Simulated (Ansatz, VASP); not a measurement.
AgCl: VASP beside Ansatz

```xyz
2
Lattice="0.0000 2.7357 2.7357 2.7357 0.0000 2.7357 2.7357 2.7357 0.0000" Properties=species:S:1:pos:R:3 pbc="T T T"
Ag    2.7357    2.7357    2.7357
Cl    0.0000    0.0000    0.0000
```

Change from the starting cell: volume scaled by 0.96, PAW files.

Alike in both runs: task electric field gradients; functional PBE; k mesh 8 × 8 × 8; occupations fermi-dirac, width 0.02 eV; no spin polarisation.

```csv
,VASP,Ansatz
version,VASP 6.6.1,Ansatz 0.2.0
potentials or method,"VASP PAW PBE potentials, release 64 (Ag, Cl)","PAW with Ansatz's default frozen-core files, scalar-relativistic"
plane-wave cutoff (eV),520,420
valence electrons in the cell,18,26
```

|  | VASP | Ansatz | Ansatz less VASP |
| --- | --- | --- | --- |
| gap on the k mesh at the Fermi level (eV) | 0.90 | 0.91 | +0.003 |
| pressure (GPa) | 3.7 | 3.9 | +0.15 |

VASP's potentials hold 18 valence electrons a cell and Ansatz's 26, so a difference there can come from the potentials and not from the codes.
